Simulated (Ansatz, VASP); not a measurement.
## Two plane-wave programs on SrHf

```xyz
2
Lattice="0.0000 3.1542 3.1542 3.1542 0.0000 3.1542 3.1542 3.1542 0.0000" Properties=species:S:1:pos:R:3 pbc="T T T"
Sr    0.0000    0.0000    0.0000
Hf    4.7313    4.7313    4.7313
```

Alike in both runs: task relaxation of cell and atoms; functional PBE; k mesh 6 × 6 × 6; occupations gaussian, width 0.1 eV; no spin polarisation.

|  | VASP | Ansatz |
| --- | --- | --- |
| version | VASP 6.6.1 | Ansatz 0.2.0 |
| potentials or method | VASP PAW PBE potentials, release 64 (Sr_sv, Hf_pv), cutoff 500 eV | scalar-relativistic, plane waves, PAW |
| valence electrons in the cell | 20 | 36 |

```csv
,VASP,Ansatz,Ansatz less VASP
"gap on the k mesh at the Fermi level, each at its own relaxed structure (eV)",none,none,-
relaxed volume (Å³/atom),43.92,43.05,-0.870
relaxed cell length with the largest relative difference (Å),4.990,4.956,-0.0332
```

A gap of «none» marks a metal or a gap that the smearing closes. VASP's potentials hold 20 valence electrons a cell and Ansatz's 36, so a difference there can come from the potentials and not from the codes.

Neither program's run includes spin-orbit coupling. Noted on VASP's run: the volume moved by over 15 % at a fixed basis, so the end points are rough.
